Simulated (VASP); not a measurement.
## Sr: single point with PBEsol

The system is Sr.

```
Sr
1.0
     0.00000    4.64147    4.64147
     4.64147    0.00000    4.64147
     4.64147    4.64147    0.00000
Sr
2
Direct
  0.00000 0.00000 0.00000
  0.25000 0.25000 0.25000
```

This isn't the form of Sr at room conditions, which is fcc.

```yaml
Program: VASP 6.6.1
Task: single point
Functional: PBEsol
Potentials_or_basis: VASP PAW PBE potentials, release 64 (Sr_sv)
Cutoff: 520 eV
k_mesh: 4 × 4 × 4
Occupations: methfessel-paxton, width 0.05 eV
Spin: no spin polarisation
```

```yaml
Pressure: 0.0 GPa
Band_gap_on_the_k_mesh: zero (bands 10 and 11 overlap by 0.71 eV)
```

Levels at points of the mesh, in eV from the Fermi level:
| k point | band 6 | band 7 | band 8 | band 9 | band 10 | band 11 | band 12 | band 13 | band 14 | band 15 |
| --- | --- | --- | --- | --- | --- | --- | --- | --- | --- | --- |
| (0.00, 0.00, 0.00) | -19.54 | -19.54 | -19.54 | -2.89 | 0.57 | 0.57 | 0.57 | 0.74 | 0.74 | 1.34 |
| (0.50, 0.00, 0.00) | -19.55 | -19.53 | -19.53 | -1.92 | -0.86 | 0.54 | 0.58 | 0.58 | 0.77 | 0.77 |
| (0.50, 0.50, 0.00) | -19.59 | -19.52 | -19.52 | -1.14 | -1.14 | 0.01 | 0.01 | 0.77 | 0.77 | 1.34 |

Wall time 47 s on 1 thread of Intel(R) Xeon(R) Platinum 8488C (Sapphire Rapids) (shared host), peak memory 0.32 GiB.

Caveat: the PAW data sets were made with another functional, which shifts forces and pressure a little.
